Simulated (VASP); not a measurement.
# Al (I4/mmm) in VASP: notebook, part 2 of 2

VASP 6.6.1. Earlier steps stand in the parts before.

## (5) Single point, PBE (volume 17.831 Å^3 an atom, c/a of the conventional cell 1.2513)

INCAR reads:

```
ALGO = Normal
EDIFF = 1E-6
ENCUT = 520
GGA = PE
ISIF = 2
ISMEAR = 0
LASPH = True
LCHARG = True
LELF = True
LREAL = False
LVHAR = True
LWAVE = False
NBANDS = 8
NELM = 60
PREC = Accurate
SIGMA = 0.15
```

KPOINTS reads:

```
k-points
0
Gamma
  22 22 22
```

POSCAR reads:

```
Al
1.0
   -1.5272779723      1.5272779723      1.9110829267
    1.5272779723     -1.5272779723      1.9110829267
    1.5272779723      1.5272779723     -1.9110829267
Al
1
Direct
    0.0000000000      0.0000000000      0.0000000000
```

Potentials or basis: VASP PAW PBE potentials, release 64 (Al).

Started as:

```
$ cat potpaw_PBE.64/Al/POTCAR > POTCAR
$ mpirun -np 1 vasp_std > vasp.out
```

OUTCAR:

```text
EDIFF = 1E-6
   ENCUT = 520
   GGA = PE
   ISIF = 2
   ISMEAR = 0
   LASPH = True
   LREAL = False
   NELM = 60
   PREC = Accurate

 ion  position               nearest neighbor table
   1  0.000  0.000  0.000-

  LATTYP: Found a body centered tetragonal cell.
 ALAT       =     3.0545559446
 C/A-ratio  =     1.2513000000

  Lattice vectors:

 A1 = (  -1.5272779723,   1.5272779723,   1.9110829267)
 A2 = (   1.5272779723,  -1.5272779723,   1.9110829267)
 A3 = (   1.5272779723,   1.5272779723,  -1.9110829267)

Analysis of symmetry for initial positions (statically):
=====================================================================
 Subroutine PRICEL returns:
 Original cell was already a primitive cell.

 Routine SETGRP: Setting up the symmetry group for a
 body centered tetragonal supercell.

 Subroutine GETGRP returns: Found 16 space group operations
 (whereof 16 operations were pure point group operations)
 out of a pool of 16 trial point group operations.

The static configuration has the point symmetry D_4h.

Analysis of symmetry for dynamics (positions and initial velocities):
[... 155 lines left out ...]

  energy without entropy =       -3.69959651  energy(sigma->0) =       -3.70223692

 E-fermi :   7.1788     XC(G=0):  -9.9195

 val. band max:        7.1718628194   @ k =  -0.0909   0.3636   0.0455
 cond. band min:       7.1789990859   @ k =  -0.3182   0.5000   0.3182
 fundamental gap:      0.0071362665
 Fermi energy:         7.1788452407

 k-point     1 :       0.0000    0.0000    0.0000
  band No.  band energies     occupation
      1      -3.3941      2.00000
      2      19.1996      0.00000
      3      19.1996      0.00000
      4      20.1899      0.00000
      5      20.3959      0.00000
      6      20.5455      0.00000
      7      20.5455      0.00000
      8      23.3595      0.00000
[... 243 lines left out ...]
 k-point    24 :      -0.4545    0.0455    0.0000
  band No.  band energies     occupation
      1       1.5347      2.00000
      2       4.6871      2.00000
      3      16.0701      0.00000
      4      16.4771      0.00000
      5      18.8474      0.00000
      6      19.3585      0.00000
      7      21.7656      0.00000
      8      24.6822      0.00000

 [... further k-points ...]
[... 5 lines left out ...]
  --------------------------------------------------------------------------------------
  -------------------------------------------------------------------------------------
  Total       -0.6461473     -0.6461473     -0.1719358      0.0000000      0.0000000      0.0000000
  in kB      -58.0585780    -58.0585780    -15.4490309      0.0000000      0.0000000      0.0000000
  external PRESSURE =     -43.8553956 kB  Pullay stress =       0.0000000 kB

 VOLUME and BASIS-vectors are now :
 -----------------------------------------------------------------------------
  energy-cutoff  :      520.00
  volume of cell :       17.83
      direct lattice vectors                 reciprocal lattice vectors
    -1.527277972  1.527277972  1.911082927     0.000000000  0.327379828  0.261631765
     1.527277972 -1.527277972  1.911082927     0.327379828  0.000000000  0.261631765
     1.527277972  1.527277972 -1.911082927     0.327379828  0.327379828  0.000000000

 POSITION                                       TOTAL-FORCE (eV/Angst)
 -----------------------------------------------------------------------------------
      0.00000      0.00000      0.00000         0.000000     -0.000000     -0.000000
 -----------------------------------------------------------------------------------
    total drift:                                0.000000      0.000000      0.000000

  FREE ENERGIE OF THE ION-ELECTRON SYSTEM (eV)
  ---------------------------------------------------
  free  energy   TOTEN  =        -3.7048773298 eV

  energy  without entropy=       -3.6995965060  energy(sigma->0) =       -3.70223692
```

OSZICAR:

```text
N       E                     dE             d eps       ncg     rms          rms(c)
DAV:   1    -0.239264225726E+01   -0.23926E+01   -0.83404E+02 13392   0.201E+02
DAV:   2    -0.371868442178E+01   -0.13260E+01   -0.12860E+01 18520   0.179E+01
DAV:   3    -0.372599612950E+01   -0.73117E-02   -0.73037E-02 17152   0.149E+00
DAV:   4    -0.372601643089E+01   -0.20301E-04   -0.20302E-04 20160   0.693E-02
DAV:   5    -0.372601648286E+01   -0.51968E-07   -0.52191E-07 17616   0.220E-03    0.117E+00
DAV:   6    -0.371371182031E+01    0.12305E-01   -0.20946E-03 16560   0.212E-01    0.678E-01
DAV:   7    -0.370488577486E+01    0.88260E-02   -0.61533E-03 16528   0.343E-01    0.133E-01
DAV:   8    -0.370487893860E+01    0.68363E-05   -0.17183E-05 19576   0.296E-02    0.688E-03
DAV:   9    -0.370487783360E+01    0.11050E-05   -0.93138E-07 18232   0.398E-03    0.845E-04
DAV:  10    -0.370487732980E+01    0.50380E-06   -0.51094E-09 12144   0.483E-04
   1 F= -.37048773E+01 E0= -.37022369E+01  d E =-.528082E-02
```

stdout:

```text
POSCAR found type information on POSCAR Al
 POSCAR found :  1 types and       1 ions
 scaLAPACK will be used
 LDA part: xc-table for (Slater+PW92), standard interpolation
 POSCAR, INCAR and KPOINTS ok, starting setup
 FFT: planning ... GRIDC
 FFT: planning ... GRID_SOFT
 FFT: planning ... GRID
 WAVECAR not read
 entering main loop
```

Run time: 88 s. Hardware: 1 thread of AMD EPYC 7R43 (Zen 3), shared host; peak memory 0.18 GiB.

What came out:

```
Free energy : -3.7049 eV
Pressure    : -4.4 GPa
```

Stress tensor (GPa, compression positive):
```
-5.81  0.00  0.00
 0.00 -5.81  0.00
 0.00  0.00 -1.54
```

Levels at points of the mesh, in eV from the Fermi level:
| k point | band 1 | band 2 | band 3 | band 4 | band 5 | band 6 |
| --- | --- | --- | --- | --- | --- | --- |
| (0.00, 0.00, 0.00) | -10.57 | 12.02 | 12.02 | 13.01 | 13.22 | 13.37 |
| (0.50, 0.00, 0.00) | -4.22 | -4.18 | 9.36 | 9.92 | 11.05 | 11.66 |
| (0.50, 0.50, 0.00) | -3.22 | -2.36 | 5.74 | 5.90 | 6.53 | 9.21 |
| (0.50, 0.50, 0.50) | -1.45 | 0.13 | 3.93 | 3.93 | 4.43 | 6.93 |

## (6) Single point, PBE (volume 17.831 Å^3 an atom, c/a of the conventional cell 0.9280)

INCAR reads:

```
SYSTEM = Al
PREC = Accurate
ENCUT = 520
EDIFF = 1E-6
ISMEAR = 0
SIGMA = 0.15
LREAL = .FALSE.
LASPH = .TRUE.
NELM = 80
ALGO = Normal
ISIF = 2
LWAVE = .FALSE.
LCHARG = .FALSE.
GGA = PE
NBANDS = 8
```

KPOINTS reads:

```
Automatic mesh
0
G
  22 22 22
  0 0 0
```

POSCAR reads:

```
Al
1.0
   -1.6872881023      1.6872881023      1.5658033589
    1.6872881023     -1.6872881023      1.5658033589
    1.6872881023      1.6872881023     -1.5658033589
Al
1
Direct
    0.0000000000      0.0000000000      0.0000000000
```

Potentials or basis: VASP PAW PBE potentials, release 64 (Al).

Started as:

```
$ cat potpaw_PBE.64/Al/POTCAR > POTCAR
$ mpirun -np 1 vasp_std > vasp.out
```

Run time: 77 s. Hardware: 1 thread of AMD EPYC 7R43 (Zen 3), shared host; peak memory 0.18 GiB.

The run converged. Its results:

- Free energy: -3.6487 eV
- Pressure: -3.3 GPa

Stress tensor (GPa, compression positive):
```
-2.69  0.00  0.00
 0.00 -2.69  0.00
 0.00  0.00 -4.47
```

Levels at points of the mesh, in eV from the Fermi level:
| k point | band 1 | band 2 | band 3 | band 4 | band 5 | band 6 |
| --- | --- | --- | --- | --- | --- | --- |
| (0.00, 0.00, 0.00) | -10.59 | 11.76 | 13.18 | 13.18 | 13.47 | 13.47 |
| (0.50, 0.00, 0.00) | -3.89 | -3.51 | 7.22 | 7.65 | 8.91 | 10.54 |
| (0.50, 0.50, 0.00) | -4.22 | -4.20 | 8.57 | 9.19 | 10.66 | 11.37 |
| (0.50, 0.50, 0.50) | 1.14 | 1.14 | 2.76 | 2.86 | 3.14 | 5.41 |

## (7) The runs side by side

| cell | gap on the mesh (eV) | pressure (GPa) |
| --- | --- | --- |
| a = 2.835 Å, angles 118.4, 118.4, 92.7°, 1 atom | none | 0.2 |
| a = 2.791 Å, angles 113.7, 113.7, 101.2°, 1 atom | none | 1.5 |
| a = 2.780 Å, angles 107.5, 107.5, 113.5°, 1 atom | none | 1.9 |
| a = 2.884 Å, angles 116.0, 116.0, 97.0°, 1 atom | none | -4.4 |
| a = 2.854 Å, angles 107.5, 107.5, 113.5°, 1 atom | none | -3.3 |

Alike in all rows: task single point; level PBE; potentials or basis VASP PAW PBE potentials, release 64 (Al); no spin polarisation; k mesh 22 × 22 × 22; cutoff (eV) 520; smearing gaussian 0.15 eV.

Total energies depend on the potentials used, so only differences within one code and one set of settings carry meaning.
